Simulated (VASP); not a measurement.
# LiCl (P6_3mc) in VASP: further runs, part 2 of 2

VASP 6.6.1.

### Step 3. Single point, PBEsol (strain -0.080 along x and y, +0.080 along z)

Contents of INCAR:

```
SYSTEM = LiCl
ALGO     = Normal         ! electronic algorithm
EDIFF    = 1E-6           ! SCF threshold, eV
ENCUT    = 520            ! plane-wave cutoff, eV
GGA      = PS             ! functional
ISIF     = 2              ! what is computed and relaxed
ISMEAR   = 0              ! smearing method
LASPH    = .TRUE.         ! aspherical terms in the spheres
LCHARG   = .FALSE.        ! write CHGCAR
LREAL    = .FALSE.        ! projectors in reciprocal space
LWAVE    = .FALSE.        ! write WAVECAR
NBANDS   = 18             ! bands
NELM     = 60             ! most SCF steps
PREC     = Accurate       ! precision mode
SIGMA    = 0.05           ! smearing width, eV
```

Contents of KPOINTS:

```
k-points
0
G
  9 9 4
  0 0 0
```

Contents of POSCAR:

```
LiCl
1.0
    3.6108916317      0.0000000000      0.0000000000
   -1.8054458159      3.1271238833      0.0000000000
    0.0000000000      0.0000000000      6.8657338800
Li Cl
2 2
Direct
    0.6666666667      0.3333333333      0.8760170000
    0.3333333333      0.6666666667      0.3760170000
    0.6666666667      0.3333333333      0.4989840000
    0.3333333333      0.6666666667      0.9989840000
```

Potentials or basis: VASP PAW PBE potentials, release 64 (Li_sv, Cl).

The run is started by

```console
cat potpaw_PBE.64/Li_sv/POTCAR potpaw_PBE.64/Cl/POTCAR > POTCAR
mpirun -np 1 vasp_std > vasp.out
```

OUTCAR:

```text
SYSTEM = LiCl
   EDIFF = 1E-6
   ENCUT = 520
   GGA = PS
   ISIF = 2
   ISMEAR = 0
   LASPH = .TRUE.
   LREAL = .FALSE.
   NELM = 60
   PREC = Accurate

 ion  position               nearest neighbor table
   1  0.667  0.333  0.876-   4 2.25   4 2.25   4 2.25   3 2.59
   2  0.333  0.667  0.376-   3 2.25   3 2.25   3 2.25   4 2.59
   3  0.667  0.333  0.499-   2 2.25   2 2.25   2 2.25   1 2.59
   4  0.333  0.667  0.999-   1 2.25   1 2.25   1 2.25   2 2.59

  LATTYP: Found a hexagonal cell.
 ALAT       =     3.6108916317
 C/A-ratio  =     1.9013957162

  Lattice vectors:

 A1 = (   3.6108916317,   0.0000000000,   0.0000000000)
 A2 = (  -1.8054458159,   3.1271238833,   0.0000000000)
 A3 = (   0.0000000000,   0.0000000000,   6.8657338800)

Analysis of symmetry for initial positions (statically):
=====================================================================
 Subroutine PRICEL returns:
 Original cell was already a primitive cell.

 Routine SETGRP: Setting up the symmetry group for a
 hexagonal supercell.

 Subroutine GETGRP returns: Found 12 space group operations
 (whereof  6 operations were pure point group operations)
 out of a pool of 24 trial point group operations.

The static configuration has the point symmetry C_3v.
 The point group associated with its full space group is C_6v.

Analysis of symmetry for dynamics (positions and initial velocities):
=====================================================================
 Subroutine PRICEL returns:
 Original cell was already a primitive cell.

 Routine SETGRP: Setting up the symmetry group for a
 hexagonal supercell.

 Subroutine GETGRP returns: Found 12 space group operations
 (whereof  6 operations were pure point group operations)
 out of a pool of 24 trial point group operations.

The dynamic configuration has the point symmetry C_3v.
[... 116 lines left out ...]
   NUPDOWN=      -1.0000    fix difference up-down
   EMIN   =  10.00;   EMAX   =-10.00  energy-range for DOS
   EFERMI =   0.00;   METHOD = LEGACY
   ISMEAR =     0;   SIGMA  =   0.05  broadening in eV -4-tet -1-fermi 0-gaus
   EFERMI_NEDOS =   21; number of points for ismear=-14 and -15
   IALGO  =     38    algorithm
   IMIX   =      4    mixing-type and parameters
     AMIX     =   0.40;   BMIX     =  1.00
     AMIX_MAG =   1.60;   BMIX_MAG =  1.00
  volume/ion in A,a.u.               =      19.38       130.79
  Fermi-wavevector in a.u.,A,eV,Ry     =   1.042164  1.969404 14.777362  1.086105
  Thomas-Fermi vector in A             =   2.176817
   LORBIT       =      0    0 simple, 1 ext, 2 COOP (PROOUT), +10 PAW based schemes
   GGA     = PS    functional components
   LHFCALC =     F    Hartree Fock is set to
   AEXX    =    0.0000 exact exchange contribution
   IVDW    =     0    specifies the selected vdW correction
   LEPSILON=     F    determine dielectric tensor
   LRPA    =     F    only Hartree local field effects (RPA)
 non-spin polarized calculation
 Gauss-broadening in eV      SIGMA  =   0.05
  energy-cutoff  :      520.00
  volume of cell :       77.53
 maximum number of plane-waves:      2112
 NGX is ok and might be reduce to    28
   NGX = 13   NGY = 13   NGZ = 25

 number of electron      20.0000000 magnetization

 Free energy of the ion-electron system (eV)
  ---------------------------------------------------
  ext. energy  EPLUGINS =         0.00000000
  ---------------------------------------------------
  free energy    TOTEN  =       -15.00688487 eV

  energy without entropy =      -15.00688487  energy(sigma->0) =      -15.00688487

 E-fermi :  -0.4420     XC(G=0):  -8.1017

 val. band max:       -0.6732288074   @ k =   0.0000   0.0000   0.0000
 cond. band min:       4.9436235024   @ k =   0.0000   0.0000   0.0000
 fundamental gap:      5.6168523098
 Fermi energy:        -0.4420260800

 k-point     1 :       0.0000    0.0000    0.0000
  band No.  band energies     occupation
      1     -42.9271      2.00000
      2     -42.9260      2.00000
      3     -13.7224      2.00000
      4     -13.5135      2.00000
      5      -3.0577      2.00000
      6      -1.1557      2.00000
[... 481 lines left out ...]
      5      -2.7552      2.00000
      6      -2.3736      2.00000
[... 10 lines left out ...]
     17      11.6825      0.00000
     18      12.0201      0.00000

 [... further k-points ...]
[... 5 lines left out ...]
  --------------------------------------------------------------------------------------
  -------------------------------------------------------------------------------------
  Total        2.1243842      2.1243842     -1.2087987     -0.0000000      0.0000000      0.0000000
  in kB       43.9032980     43.9032980    -24.9814737     -0.0000000      0.0000000      0.0000000
  external PRESSURE =      20.9417075 kB  Pullay stress =       0.0000000 kB

 VOLUME and BASIS-vectors are now :
 -----------------------------------------------------------------------------
  energy-cutoff  :      520.00
  volume of cell :       77.53
      direct lattice vectors                 reciprocal lattice vectors
     3.610891632  0.000000000  0.000000000     0.276939909  0.159891331  0.000000000
    -1.805445816  3.127123883  0.000000000     0.000000000  0.319782662  0.000000000
     0.000000000  0.000000000  6.865733880     0.000000000  0.000000000  0.145650854

 POSITION                                       TOTAL-FORCE (eV/Angst)
 -----------------------------------------------------------------------------------
      1.80545      1.04237      6.01450        -0.000000     -0.000000     -0.347712
     -0.00000      2.08475      2.58163         0.000000      0.000000     -0.347712
      1.80545      1.04237      3.42589         0.000000     -0.000000      0.347712
     -0.00000      2.08475      6.85876        -0.000000      0.000000      0.347712
 -----------------------------------------------------------------------------------
    total drift:                                0.000000      0.000001      0.000467

  FREE ENERGIE OF THE ION-ELECTRON SYSTEM (eV)
  ---------------------------------------------------
  free  energy   TOTEN  =       -15.0068848716 eV

  energy  without entropy=      -15.0068848716  energy(sigma->0) =      -15.00688487
```

stdout:

```text
POSCAR found type information on POSCAR LiCl
 POSCAR found :  2 types and       4 ions
 scaLAPACK will be used
 -----------------------------------------------------------------------------
|                                                                             |
|                                                                             |
|     You enforced a specific xc type in the INCAR file but a different       |
|     I HOPE YOU KNOW WHAT YOU ARE DOING!                                     |
|                                                                             |
 -----------------------------------------------------------------------------

 LDA part: xc-table for (Slater+PW92), standard interpolation
 POSCAR, INCAR and KPOINTS ok, starting setup
 FFT: planning ... GRIDC
 FFT: planning ... GRID_SOFT
 FFT: planning ... GRID
 WAVECAR not read
 entering main loop
```

Run time: 90 s. Hardware: 1 thread of Intel Xeon 8259CL, shared host; peak memory 0.2 GiB.

What came out:

- Free energy: -15.0069 eV
- Largest force: 0.348 eV/Å
- Band gap on the k mesh: 5.62 eV

Forces in eV/Å, atoms in the order of the input:
```
Li   0.000  0.000 -0.348
Li   0.000  0.000 -0.348
Cl   0.000  0.000  0.348
Cl   0.000  0.000  0.348
```

Levels at points of the mesh, in eV from the valence-band top:
| k point | band 6 | band 7 | band 8 | band 9 | band 10 | band 11 | band 12 | band 13 | band 14 | band 15 |
| --- | --- | --- | --- | --- | --- | --- | --- | --- | --- | --- |
| (0.00, 0.00, 0.00) | -0.48 | -0.17 | -0.17 | 0.00 | 0.00 | 5.62 | 8.38 | 9.23 | 10.05 | 10.48 |
| (0.00, 0.00, 0.50) | -1.56 | -0.09 | -0.09 | -0.09 | -0.09 | 7.19 | 7.19 | 9.42 | 9.42 | 10.69 |

Caveat: the cell differs from its parent crystal (strain -0.080 along x and y, +0.080 along z); the cutoff is under 1.25 times the usual one of these potentials, so pressure, stress and relaxed cells hold a basis-set (Pulay) error; the PAW data sets were made with another functional, which shifts forces and pressure a little; an odd mesh through Γ misses points on the zone boundary, where band edges can lie.

### Step 4. Single point, PBEsol (strain +0.080 along x and y, -0.080 along z)

Contents of INCAR:

```
SYSTEM = LiCl
PREC = Accurate
ENCUT = 520
EDIFF = 1E-6
ISMEAR = 0
SIGMA = 0.05
LREAL = .FALSE.
LASPH = .TRUE.
NELM = 100
ALGO = Normal
ISIF = 2
LWAVE = .FALSE.
LCHARG = .FALSE.
GGA = PS
NBANDS = 18
```

Contents of KPOINTS:

```
Automatic mesh
0
G
  9 9 4
  0 0 0
```

Contents of POSCAR:

```
LiCl
1.0
    4.2388727850      0.0000000000      0.0000000000
   -2.1194363925      3.6709715152      0.0000000000
    0.0000000000      0.0000000000      5.8485881200
Li Cl
2 2
Direct
    0.6666666667      0.3333333333      0.8760170000
    0.3333333333      0.6666666667      0.3760170000
    0.6666666667      0.3333333333      0.4989840000
    0.3333333333      0.6666666667      0.9989840000
```

The run is started by

```console
cat potpaw_PBE.64/Li_sv/POTCAR potpaw_PBE.64/Cl/POTCAR > POTCAR
mpirun -np 1 vasp_std > vasp.out
```

It took 84 s on 1 thread of Intel Xeon 8259CL, shared host; peak memory 0.22 GiB.

The run converged. Its results:

| Quantity | Value |
| --- | --- |
| Free energy | -14.9840 eV |
| Largest force | 0.521 eV/Å |
| Band gap on the k mesh | 5.41 eV |

Forces in eV/Å, atoms in the order of the input:
```
Li   0.000  0.000  0.521
Li   0.000  0.000  0.521
Cl   0.000  0.000 -0.521
Cl   0.000  0.000 -0.521
```

Levels at points of the mesh, in eV from the valence-band top:
```csv
k point,band 6,band 7,band 8,band 9,band 10,band 11,band 12,band 13,band 14,band 15
"(0.00, 0.00, 0.00)",-0.63,-0.63,-0.13,-0.13,0.00,5.41,7.70,9.29,9.29,10.48
"(0.00, 0.00, 0.50)",-1.05,-0.39,-0.39,-0.39,-0.39,6.71,6.71,9.42,9.42,9.42
```

Caveat: the cell differs from its parent crystal (strain +0.080 along x and y, -0.080 along z); the cutoff is under 1.25 times the usual one of these potentials, so pressure, stress and relaxed cells hold a basis-set (Pulay) error; the PAW data sets were made with another functional, which shifts forces and pressure a little; an odd mesh through Γ misses points on the zone boundary, where band edges can lie.

### Step 5. Overview

```tsv
cell	gap on the mesh (eV)	largest force (eV/Å)
a = 3.611, b = 3.611, c = 5.849 Å, angles 90.0, 90.0, 120.0°, 4 atoms	6.64	0.03
a = 3.611, b = 3.611, c = 6.866 Å, angles 90.0, 90.0, 120.0°, 4 atoms	5.62	0.35
a = 4.239, b = 4.239, c = 5.849 Å, angles 90.0, 90.0, 120.0°, 4 atoms	5.41	0.52
```

Alike in all rows: task single point; level PBEsol; potentials or basis VASP PAW PBE potentials, release 64 (Li_sv, Cl); no spin polarisation; k mesh 9 × 9 × 4; cutoff (eV) 520; smearing gaussian 0.05 eV.

Caveats: the cutoff is under 1.25 times the usual one of these potentials, so pressure, stress and relaxed cells hold a basis-set (Pulay) error; the PAW data sets were made with another functional, which shifts forces and pressure a little; an odd mesh through Γ misses points on the zone boundary, where band edges can lie.

Absolute energies hang on the potentials; compare differences alone.
